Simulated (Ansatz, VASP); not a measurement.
## Cu in VASP and in Ansatz

The input POSCAR:

```
Cu
1.0
    0.0000000000      1.7139444911      1.7139444911
    1.7139444911      0.0000000000      1.7139444911
    1.7139444911      1.7139444911      0.0000000000
Cu
1
Direct
    0.0000000000      0.0000000000      0.0000000000
```

The input INCAR.step1:

```
PREC = Accurate
ENCUT = 520
ISMEAR = -1
SIGMA = 0.1
LREAL = F
LASPH = T
NELM = 60
NBANDS = 12
GGA = PE
ALGO = Normal
EDIFF = 1E-4
LWAVE = T
LCHARG = F
```

File INCAR.step2:

```
PREC = Accurate
ENCUT = 520
EDIFF = 1E-7
ISMEAR = -1
SIGMA = 0.1
LREAL = F
LASPH = T
NELM = 60
ALGO = Normal
ISIF = 2
LWAVE = F
LCHARG = F
METAGGA = R2SCAN
LMIXTAU = T
NBANDS = 12
ISTART = 1
```

The input KPOINTS:

```
regular mesh
0
Gamma
  20 20 20
```

Input for Ansatz:

```yaml
crystal:
  lattice:
    - [0.0, 1.7139444911, 1.7139444911]
    - [1.7139444911, 0.0, 1.7139444911]
    - [1.7139444911, 1.7139444911, 0.0]
  atoms:
    - { symbol: Cu, position: [0.0, 0.0, 0.0] }
kpoints:
  mp_grid: { grid: [20, 20, 20] }
scf:
  occupations: { method: fermi_dirac, width: 0.1 }
hamiltonian:
  xc: r2scan
  pseudopotentials: { kind: paw }
output:
  forces: true
  stress: true
  eigenvalues: true
  populations: true
```

Change from the starting cell: volume scaled by 0.88, PAW files.

Alike in both runs: task single point; functional r2SCAN; k mesh 20 × 20 × 20; occupations fermi-dirac, width 0.1 eV; no spin polarisation.

|  | VASP | Ansatz |
| --- | --- | --- |
| version | VASP 6.6.1 | Ansatz 0.2.0 |
| potentials or method | VASP PAW PBE potentials, release 64 (Cu) | PAW with Ansatz's default frozen-core files, scalar-relativistic |
| plane-wave cutoff (eV) | 520 | 500 |
| valence electrons in the cell | 11 | 19 |

```csv
,VASP,Ansatz,Ansatz less VASP
pressure (GPa),29.4,28.7,-0.76
```

VASP's potentials were made for PBE, not for r2SCAN. Both programs put the cell under a high pressure, so it lies far from rest at this level. The functional is the same, so the differences come from potentials, cutoffs and numerics. VASP's potentials hold 11 valence electrons a cell and Ansatz's 19, so a difference there can come from the potentials and not from the codes.
